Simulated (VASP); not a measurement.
Wanted: the native input for a VASP 6.6.1 run.

```
Task                   : single point
Functional             : PBE
Potentials or basis    : VASP PAW PBE potentials, release 64 (Mg, Sn_d, N)
Cutoff                 : 520 eV
k mesh                 : 6 × 6 × 2
Occupations            : gaussian, width 0.2 eV
Spin                   : no spin polarisation
Dipole correction      : no
Further INCAR settings : ALGO = Normal; EDIFF = 1e-06; NBANDS = 31
```

The structure of Mg3Sn2N2 lies in POSCAR:

```
Mg3Sn2N2
1.0
    3.3212641102      0.0000000000      0.0000000000
   -1.6606320551      2.8762990921      0.0000000000
    0.0000000000      0.0000000000     12.6187433343
Mg Sn N
3 2 2
Direct
    0.0000000000      0.0000000000      0.0000000000
    0.6666666667      0.3333333333      0.1649853428
    0.3333333333      0.6666666667      0.8350146572
    0.3333333333      0.6666666667      0.3863216192
    0.6666666667      0.3333333333      0.6136783808
    0.3333333333      0.6666666667      0.1065673651
    0.6666666667      0.3333333333      0.8934326349
```

These files were run (other wordings do the same):

INCAR

```
  PREC = Accurate
  ENCUT = 520
  EDIFF = 1E-6
  ISMEAR = 0
  SIGMA = 0.2
  LREAL = F
  LASPH = T
  NELM = 60
  ALGO = Normal
  ISIF = 2
  LWAVE = F
  LCHARG = F
  GGA = PE
  NBANDS = 31
```

KPOINTS

```
Automatic mesh
0
Gamma
  6 6 2
```

Potentials or basis: VASP PAW PBE potentials, release 64 (Mg, Sn_d, N).

Run with:

```bash
$ cat potpaw_PBE.64/Mg/POTCAR potpaw_PBE.64/Sn_d/POTCAR potpaw_PBE.64/N/POTCAR > POTCAR
$ mpirun -np 1 vasp_std > vasp.out
```

It gave:

The pressure is -0.1 GPa and the largest force is 0.326 eV/Å. The band gap on the k mesh is zero (band 22 reaches 6.64 eV, above the bottom of band 23 at 4.26 eV).

Caveat: the k points lie up to 0.36 Å⁻¹ apart; spin-orbit coupling is left out, which moves the levels of the heavy elements.

It took 42 s on 1 thread of Intel(R) Xeon(R) 6975P-C (Granite Rapids), on a shared host, peak memory 0.28 GiB.
